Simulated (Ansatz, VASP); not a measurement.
## One calculation of GaAs, two programs

```
Ga As
1.0
     3.17957    0.00000    0.00000
     0.00000    3.17957    0.00000
     0.00000    0.00000    3.83397
Ga As
1 1
Direct
  0.50000 0.50000 0.50000
  0.00000 0.00000 0.00000
```

Alike in both runs: functional PBE; k mesh 18 × 18 × 14; occupations gaussian, width 0.1 eV; no spin polarisation.

Ansatz relaxed the structure, and its values are those at the end. VASP's run is a single point on that final structure, the one shown.

```csv
,VASP,Ansatz
version,VASP 6.6.1,Ansatz 0.2.0
potentials or method,"VASP PAW PBE potentials, release 64 (Ga_d, As), cutoff 520 eV","scalar-relativistic, plane waves, PAW"
valence electrons in the cell,18,28
```

VASP gave:

* gap on the k mesh at the Fermi level (eV): none
* pressure (GPa): 0.1

Question: What did Ansatz give for the same quantities?

Answer: gap on the k mesh at the Fermi level (eV): none; pressure (GPa): 0.0.

A gap of «none» marks a metal or a gap that the smearing closes. With one functional, cell and mesh, what is left measures potentials, basis and numerics. VASP's potentials hold 18 valence electrons a cell and Ansatz's 28, so a difference there can come from the potentials and not from the codes.
